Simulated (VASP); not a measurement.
Set up this calculation in VASP 6.6.1, as the native input.

```
Task                   : single point
Functional             : PBEsol
Potentials or basis    : VASP PAW PBE potentials, release 64 (Sn_d, Se)
Cutoff                 : 520 eV
k mesh                 : 12 × 12 × 6
Occupations            : gaussian, width 0.02 eV
Spin                   : no spin polarisation
Dipole correction      : no
Further INCAR settings : ALGO = Normal; EDIFF = 1e-06; NBANDS = 20
```

The structure of SnSe2 lies in POSCAR:

```
SnSe2
1.0
    3.8174487349      0.0000000000      0.0000000000
   -1.9087243674      3.3060075820      0.0000000000
    0.0000000000      0.0000000000      6.0315823286
Sn Se
1 2
Direct
    0.0000000000      0.0000000000      0.0000000000
    0.6666666667      0.3333333333      0.7371994822
    0.3333333333      0.6666666667      0.2628005178
```

The input as run:

INCAR

```
PREC = Accurate ; ENCUT = 520
EDIFF = 1E-6 ; ISMEAR = 0
SIGMA = 0.02 ; LREAL = False
LASPH = True ; NELM = 60
ALGO = Normal ; ISIF = 2
LWAVE = False ; LCHARG = False
GGA = PS ; NBANDS = 20
```

KPOINTS

```
Automatic mesh
0
Gamma
  12 12 6
```

Potentials or basis: VASP PAW PBE potentials, release 64 (Sn_d, Se).

Command:

```sh
$ cat potpaw_PBE.64/Sn_d/POTCAR potpaw_PBE.64/Se/POTCAR > POTCAR
$ mpirun -np 1 vasp_std > vasp.out
```

Results of the run:

The pressure is 0.5 GPa. The largest force is 0.018 eV/Å. The band gap on the k mesh is 0.35 eV, indirect (least direct gap 0.85 eV).

Caveat: the PAW data sets were made with another functional, which shifts forces and pressure a little; spin-orbit coupling is left out, which moves the levels of the heavy elements; this functional lacks dispersion, which binds the layers, so the pressure and a relaxed spacing across them are unreliable.

Wall time 120 s on 1 thread of Intel Xeon 8259CL (shared host), peak memory 0.29 GiB.
